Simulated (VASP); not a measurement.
# ZnSe (P4/nmm) in VASP: further runs

ZnSe is run at these levels: LDA; tasks: single point.

Everything below comes from runs of VASP 6.6.1. Logs are shortened: lines on timing, memory, paths and dates and some standing lists are left out, and cuts for length are marked.

**1. The cell of the first run**

Symmetry: P4/nmm, No. 129, tetragonal system. The conventional cell has a = 3.983 Å, b = 3.983 Å, c = 5.256 Å, α = 90.00°, β = 90.00°, γ = 90.00°. Zn (site symmetry -4m2) has 4 Se at 2.60 Å and 4 Zn at 2.82 Å within 3.4 Å. Within 3.4 Å of Se (site symmetry 4mm) lie 4 Zn at 2.60 Å.

**2. Single point, LDA**

INCAR

```
  ALGO = Normal
  EDIFF = 1E-6
  ENCUT = 520
  ISIF = 2
  ISMEAR = 0
  LASPH = True
  LCHARG = True
  LELF = True
  LREAL = False
  LVHAR = True
  LWAVE = False
  NBANDS = 26
  NELM = 60
  PREC = Accurate
  SIGMA = 0.05
```

KPOINTS

```
k-points
0
Gamma
  8 8 6
```

POSCAR

```
ZnSe
1.0
    3.9827722569      0.0000000000      0.0000000000
    0.0000000000      3.9827722569      0.0000000000
    0.0000000000      0.0000000000      5.2564395555
Zn Se
2 2
Direct
    0.0000000000      0.0000000000      0.0000000000
    0.5000000000      0.5000000000      0.0000000000
    0.0000000000      0.5000000000      0.3173336233
    0.5000000000      0.0000000000      0.6826663767
```

Potentials or basis: VASP PAW LDA potentials, release 64 (Zn, Se).

On the command line:

```console
$ cat potpaw_LDA.64/Zn/POTCAR potpaw_LDA.64/Se/POTCAR > POTCAR
$ mpirun -np 1 vasp_std > vasp.out
```

OUTCAR:

```text
EDIFF = 1E-6
   ENCUT = 520
   ISIF = 2
   ISMEAR = 0
   LASPH = True
   LREAL = False
   NELM = 60
   PREC = Accurate

 ion  position               nearest neighbor table
   1  0.000  0.000  0.000-   3 2.60   4 2.60   3 2.60   4 2.60   2 2.82   2 2.82   2 2.82   2 2.82

   2  0.500  0.500  0.000-   3 2.60   4 2.60   4 2.60   3 2.60   1 2.82   1 2.82   1 2.82   1 2.82

   3  0.000  0.500  0.317-   1 2.60   2 2.60   1 2.60   2 2.60
   4  0.500  0.000  0.683-   1 2.60   2 2.60   2 2.60   1 2.60

  LATTYP: Found a simple tetragonal cell.
 ALAT       =     3.9827722569
 C/A-ratio  =     1.3197941575

  Lattice vectors:

 A1 = (   3.9827722569,   0.0000000000,   0.0000000000)
 A2 = (   0.0000000000,   3.9827722569,   0.0000000000)
 A3 = (   0.0000000000,   0.0000000000,   5.2564395555)

Analysis of symmetry for initial positions (statically):
=====================================================================
 Subroutine PRICEL returns:
 Original cell was already a primitive cell.

 Routine SETGRP: Setting up the symmetry group for a
 simple tetragonal supercell.

 Subroutine GETGRP returns: Found 16 space group operations
 (whereof  8 operations were pure point group operations)
 out of a pool of 16 trial point group operations.

The static configuration has the point symmetry D_2d.
 The point group associated with its full space group is D_4h.

Analysis of symmetry for dynamics (positions and initial velocities):
=====================================================================
 Subroutine PRICEL returns:
 Original cell was already a primitive cell.

 Routine SETGRP: Setting up the symmetry group for a
 simple tetragonal supercell.

 Subroutine GETGRP returns: Found 16 space group operations
 (whereof  8 operations were pure point group operations)
 out of a pool of 16 trial point group operations.

The dynamic configuration has the point symmetry D_2d.
 The point group associated with its full space group is D_4h.

 Subroutine INISYM returns: Found 16 space group operations
 (whereof  8 operations are pure point group operations),
 and found     1 'primitive' translations

----------------------------------------------------------------------------------------

                                     Primitive cell

  volume of cell :      83.3801

  direct lattice vectors                    reciprocal lattice vectors
     3.982772257  0.000000000  0.000000000     0.251081391  0.000000000  0.000000000
     0.000000000  3.982772257  0.000000000     0.000000000  0.251081391  0.000000000
     0.000000000  0.000000000  5.256439556     0.000000000  0.000000000  0.190242842

  length of vectors
     3.982772257  3.982772257  5.256439556     0.251081391  0.251081391  0.190242842

  position of ions in fractional coordinates (direct lattice)
     0.000000000  0.000000000  0.000000000
     0.500000000  0.500000000  0.000000000
     0.000000000  0.500000000  0.317333623
     0.500000000  0.000000000  0.682666377

  ion indices of the primitive-cell ions
   primitive index   ion index
                 1           1
                 2           2
                 3           3
                 4           4

----------------------------------------------------------------------------------------

 KPOINTS: k-points

Automatic generation of k-mesh.
 Grid dimensions read from file:
 generate k-points for:    8    8    6

 Generating k-lattice:

  Cartesian coordinates                     Fractional coordinates (reciprocal lattice)
     0.031385174  0.000000000  0.000000000     0.125000000  0.000000000  0.000000000
     0.000000000  0.031385174  0.000000000     0.000000000  0.125000000  0.000000000
     0.000000000  0.000000000  0.031707140     0.000000000  0.000000000  0.166666667

  Length of vectors
     0.031385174  0.031385174  0.031707140

  Shift w.r.t. Gamma in fractional coordinates (k-lattice)
     0.000000000  0.000000000  0.000000000

 Subroutine IBZKPT returns following result:
 ===========================================

 Found     60 irreducible k-points:

 Following reciprocal coordinates:
            Coordinates               Weight
  0.000000  0.000000  0.000000      1.000000
  0.125000  0.000000  0.000000      4.000000
  0.250000  0.000000  0.000000      4.000000
  0.375000  0.000000  0.000000      4.000000
  0.500000  0.000000  0.000000      2.000000
  0.125000  0.125000  0.000000      4.000000
[... 16 lines left out ...]
  0.375000  0.125000  0.166667     16.000000
  0.500000  0.125000  0.166667      8.000000
 [... further k-points ...]
   k-points           NKPTS =     60   k-points in BZ     NKDIM =     60   number of bands    NBANDS=     26
   number of dos      NEDOS =    301   number of ions     NIONS =      4
   total plane-waves  NPLWV =  36000
   dimension x,y,z NGX =    30 NGY =   30 NGZ =   40
   dimension x,y,z NGXF=    60 NGYF=   60 NGZF=   80
   ions per type =               2   2
   NGX,Y,Z   is equivalent  to a cutoff of  12.52, 12.52, 12.65 a.u.
   NGXF,Y,Z  is equivalent  to a cutoff of  25.04, 25.04, 25.30 a.u.
 SYSTEM =  unknown system
   PREC   = accura    normal or accurate (medium, high low for compatibility)
   ISTART =      0    job   : 0-new  1-cont  2-samecut
   ICHARG =      2    charge: 1-file 2-atom 10-const
   ISPIN  =      1    spin polarized calculation?
   LNONCOLLINEAR =      F non collinear calculations
   LSORBIT =      F    spin-orbit coupling
   LASPH  =      T    aspherical Exc in radial PAW
   ENCUT  =  520.0 eV  38.22 Ry    6.18 a.u.   7.41  7.41  9.77*2*pi/ulx,y,z
   NELM   =     60;   NELMIN=  2; NELMDL= -5     # of ELM steps
   EDIFF  = 0.1E-05   stopping-criterion for ELM
   LREAL  =      F    real-space projection
   EDIFFG = 0.1E-04   stopping-criterion for IOM
   NSW    =      0    number of steps for IOM
   IBRION =     -1    ionic relax: 0-MD 1-quasi-New 2-CG
   NFREE  =      0    steps in history (QN), initial steepest desc. (CG)
   ISIF   =      2    stress and relaxation
   ISYM   =      2    0-nonsym 1-usesym 2-fastsym
   POTIM  = 0.5000    time-step for ionic-motion
   TEBEG  =    0.0;   TEEND  =   0.0 temperature during run
   PSTRESS=    0.0 pullay stress
   NELECT =      36.0000    total number of electrons
   NUPDOWN=      -1.0000    fix difference up-down
   EMIN   =  10.00;   EMAX   =-10.00  energy-range for DOS
   EFERMI =   0.00;   METHOD = LEGACY
   ISMEAR =     0;   SIGMA  =   0.05  broadening in eV -4-tet -1-fermi 0-gaus
   EFERMI_NEDOS =   21; number of points for ismear=-14 and -15
   IALGO  =     38    algorithm
   IMIX   =      4    mixing-type and parameters
     AMIX     =   0.40;   BMIX     =  1.00
     AMIX_MAG =   1.60;   BMIX_MAG =  1.00
  volume/ion in A,a.u.               =      20.85       140.67
  Fermi-wavevector in a.u.,A,eV,Ry     =   1.237337  2.338229 20.830570  1.531004
  Thomas-Fermi vector in A             =   2.371909
   LORBIT       =      0    0 simple, 1 ext, 2 COOP (PROOUT), +10 PAW based schemes
   GGA     = CA    functional components
   LHFCALC =     F    Hartree Fock is set to
   AEXX    =    0.0000 exact exchange contribution
   IVDW    =     0    specifies the selected vdW correction
   LEPSILON=     F    determine dielectric tensor
   LRPA    =     F    only Hartree local field effects (RPA)
 non-spin polarized calculation
 Gauss-broadening in eV      SIGMA  =   0.05
  energy-cutoff  :      520.00
  volume of cell :       83.38
 maximum number of plane-waves:      2283
 NGX is ok and might be reduce to    30
   NGX = 15   NGY = 15   NGZ = 19

 number of electron      36.0000051 magnetization

 Free energy of the ion-electron system (eV)
  ---------------------------------------------------
  ext. energy  EPLUGINS =         0.00000000
  ---------------------------------------------------
  free energy    TOTEN  =       -13.66427701 eV

  energy without entropy =      -13.66427701  energy(sigma->0) =      -13.66427701

 E-fermi :   2.9292     XC(G=0): -10.2613

 val. band max:        2.7058418512   @ k =   0.0000   0.0000   0.0000
 cond. band min:       3.4869354389   @ k =   0.0000   0.0000   0.0000
 fundamental gap:      0.7810935877
 Fermi energy:         2.9292471718

 k-point     1 :       0.0000    0.0000    0.0000
  band No.  band energies     occupation
      1     -11.2007      2.00000
      2      -9.6014      2.00000
      3      -4.9517      2.00000
      4      -4.8838      2.00000
      5      -4.6923      2.00000
      6      -4.6656      2.00000
[... 18 lines left out ...]
     25      11.9422      0.00000
     26      12.8456      0.00000

 k-point     2 :       0.1250    0.0000    0.0000
  band No.  band energies     occupation
      1     -11.1187      2.00000
      2      -9.6221      2.00000
      3      -4.8951      2.00000
      4      -4.8607      2.00000
      5      -4.6799      2.00000
      6      -4.6610      2.00000
[... 18 lines left out ...]
     25      11.8521      0.00000
     26      12.3272      0.00000

 k-point     3 :       0.2500    0.0000    0.0000
  band No.  band energies     occupation
      1     -10.8874      2.00000
      2      -9.7046      2.00000
      3      -4.7917      2.00000
      4      -4.7583      2.00000
      5      -4.6403      2.00000
      6      -4.6293      2.00000
[... 18 lines left out ...]
     25      10.6439      0.00000
     26      11.8177      0.00000

 k-point     4 :       0.3750    0.0000    0.0000
  band No.  band energies     occupation
      1     -10.5525      2.00000
      2      -9.8904      2.00000
      3      -4.6796      2.00000
      4      -4.6444      2.00000
      5      -4.5771      2.00000
      6      -4.5101      2.00000
[... 18 lines left out ...]
     25      10.9499      0.00000
     26      11.0882      0.00000
[... 496 lines left out ...]
      1     -10.7484      2.00000
      2      -9.7779      2.00000
      3      -4.8431      2.00000
      4      -4.7380      2.00000
      5      -4.6117      2.00000
      6      -4.5973      2.00000
[... 18 lines left out ...]
     25       9.6370      0.00000
     26      11.8580      0.00000

 k-point    23 :       0.3750    0.1250    0.1667
  band No.  band energies     occupation
      1     -10.4460      2.00000
      2      -9.8994      2.00000
      3      -4.7567      2.00000
      4      -4.6461      2.00000
      5      -4.5498      2.00000
      6      -4.4743      2.00000
[... 18 lines left out ...]
     25      11.2761      0.00000
     26      11.7286      0.00000

 k-point    24 :       0.5000    0.1250    0.1667
  band No.  band energies     occupation
      1     -10.1347      2.00000
      2     -10.1347      2.00000
      3      -4.6195      2.00000
      4      -4.6195      2.00000
      5      -4.5308      2.00000
      6      -4.5308      2.00000
[... 18 lines left out ...]
     25      11.3727      0.00000
     26      11.3727      0.00000

 [... further k-points ...]
[... 5 lines left out ...]
  --------------------------------------------------------------------------------------
  -------------------------------------------------------------------------------------
  Total       -2.0813440     -2.0813440     -4.9400241      0.0000000      0.0000000      0.0000000
  in kB      -39.9937227    -39.9937227    -94.9242173      0.0000000      0.0000000      0.0000000
  external PRESSURE =     -58.3038876 kB  Pullay stress =       0.0000000 kB

 VOLUME and BASIS-vectors are now :
 -----------------------------------------------------------------------------
  energy-cutoff  :      520.00
  volume of cell :       83.38
      direct lattice vectors                 reciprocal lattice vectors
     3.982772257  0.000000000  0.000000000     0.251081391  0.000000000  0.000000000
     0.000000000  3.982772257  0.000000000     0.000000000  0.251081391  0.000000000
     0.000000000  0.000000000  5.256439556     0.000000000  0.000000000  0.190242842

 POSITION                                       TOTAL-FORCE (eV/Angst)
 -----------------------------------------------------------------------------------
      0.00000      0.00000      0.00000         0.000000      0.000000     -0.000000
      1.99139      1.99139      0.00000         0.000000     -0.000000     -0.000000
      0.00000      1.99139      1.66805         0.000000     -0.000000     -1.820290
      1.99139      0.00000      3.58839         0.000000      0.000000      1.820290
 -----------------------------------------------------------------------------------
    total drift:                                0.000000      0.000000      0.000000

  FREE ENERGIE OF THE ION-ELECTRON SYSTEM (eV)
  ---------------------------------------------------
  free  energy   TOTEN  =       -13.6642770139 eV

  energy  without entropy=      -13.6642770139  energy(sigma->0) =      -13.66427701
```

Run time: 3 min. Hardware: 1 thread of AMD EPYC 7R13, shared host; peak memory 0.2 GiB.

What came out:

| Quantity | Value |
| --- | --- |
| Free energy | -13.6643 eV |
| Pressure | -5.8 GPa |
| Largest force | 1.820 eV/Å |
| Band gap on the k mesh | 0.78 eV, direct |

Forces in eV/Å, atoms in the order of the input:
```
Zn   0.000  0.000  0.000
Zn   0.000  0.000  0.000
Se   0.000  0.000 -1.820
Se   0.000  0.000  1.820
```

Stress tensor (GPa, compression positive):
```
-4.00  0.00  0.00
 0.00 -4.00  0.00
 0.00  0.00 -9.49
```

Levels at points of the mesh, in eV from the valence-band top:
```tsv
k point	band 14	band 15	band 16	band 17	band 18	band 19	band 20	band 21	band 22	band 23
(0.00, 0.00, 0.00)	-2.85	-2.85	-1.31	0.00	0.00	0.78	1.56	3.01	4.30	4.30
(0.50, 0.00, 0.00)	-4.76	-3.17	-3.17	-1.26	-1.26	3.56	3.56	3.89	3.89	6.31
(0.50, 0.50, 0.00)	-5.01	-2.78	-2.78	-2.07	-2.07	1.58	1.58	1.62	1.62	9.42
(0.00, 0.00, 0.50)	-2.28	-1.85	-1.85	-1.54	-1.54	2.06	3.12	3.70	3.96	5.46
(0.50, 0.00, 0.50)	-6.05	-1.12	-1.12	-0.99	-0.99	1.42	1.42	5.01	5.01	5.41
(0.50, 0.50, 0.50)	-4.19	-4.09	-4.09	-3.61	-3.61	4.29	4.29	4.29	4.29	7.63
```

Caveat: forces of over 1 eV/Å act on the atoms, so gaps and moduli don't describe the material at rest.

(Continued in part 2 of 3.)
